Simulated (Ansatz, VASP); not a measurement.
## Sr2SO: VASP beside Ansatz

The input INCAR:

```
ALGO = Normal ; EDIFF = 1E-6
ENCUT = 520 ; GGA = PS
ISIF = 2 ; ISMEAR = 0
LASPH = T ; LCHARG = T
LELF = T ; LREAL = F
LVHAR = T ; LWAVE = F
NBANDS = 24 ; NELM = 100
PREC = Accurate ; SIGMA = 0.01
```

KPOINTS

```
k-points
0
Gamma
  4 4 4
```

The input POSCAR:

```
Sr2SO
1.0
    4.0432370000      0.0000000000      0.0000000000
    0.0000000000      4.0432370000      0.0000000000
    0.0000000000      0.0000000000      5.7180000000
Sr S O
2 1 1
Direct
    0.0000000000      0.0000000000      0.0000000000
    0.5000000000      0.5000000000      0.5000000000
    0.0000000000      0.0000000000      0.5000000000
    0.5000000000      0.5000000000      0.0000000000
```

Input for Ansatz:

```yaml
crystal:
  lattice:
    - [4.043237, 0.0, 0.0]
    - [0.0, 4.043237, 0.0]
    - [0.0, 0.0, 5.718]
  atoms:
    - { symbol: Sr, position: [0.0, 0.0, 0.0] }
    - { symbol: Sr, position: [0.5, 0.5, 0.5] }
    - { symbol: S, position: [0.0, 0.0, 0.5] }
    - { symbol: O, position: [0.5, 0.5, 0.0] }
kpoints:
  mp_grid:
    grid: [4, 4, 4]
hamiltonian:
  xc: pbesol
  pseudopotentials:
    kind: paw
scf:
  occupations:
    method: fixed
output:
  eigenvalues: true
basis:
  ecutrho_ratio: 6
```

Alike in both runs: task single point; functional PBEsol; k mesh 4 × 4 × 4; no spin polarisation.

|  | VASP | Ansatz |
| --- | --- | --- |
| version | VASP 6.6.1 | Ansatz 0.2.0 |
| potentials or method | VASP PAW PBE potentials, release 64 (Sr_sv, S, O) | plane waves, PAW |
| plane-wave cutoff (eV) | 520 | 420 |
| occupations | gaussian, width 0.01 eV | fixed |
| valence electrons in the cell | 32 | 32 |

|  | VASP | Ansatz | Ansatz less VASP |
| --- | --- | --- | --- |
| gap on the k mesh at the Fermi level (eV) | 2.12 | 2.14 | +0.020 |

VASP's potentials were made for PBE, not for PBEsol.
